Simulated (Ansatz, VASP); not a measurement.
**PbSe in VASP and in Ansatz**

```
Pb Se
1.0
     0.00000    3.10245    3.10245
     3.10245    0.00000    3.10245
     3.10245    3.10245    0.00000
Pb Se
1 1
Direct
  0.00000 0.00000 0.00000
  0.50000 0.50000 0.50000
```

Change from the starting cell: volume scaled by 1.04, crystal datasets.

Alike in both runs: task electric field gradients; functional PBEsol; k mesh 9 × 9 × 9; occupations fermi-dirac, width 0.01 eV; no spin polarisation.

```csv
,VASP,Ansatz
version,VASP 6.6.1,Ansatz 0.2.0
potentials or method,"VASP PAW PBE potentials, release 64 (Pb_d, Se), cutoff 400 eV","all-electron PAW with datasets made for the crystal, scalar-relativistic"
```

|  | VASP | Ansatz | Ansatz less VASP |
| --- | --- | --- | --- |
| pressure (GPa) | -2.4 | -2.4 | +0.02 |

VASP's potentials were made for PBE, not for PBEsol. Ansatz ran all-electron here, and VASP with PAW potentials.

Neither program's run includes spin-orbit coupling.
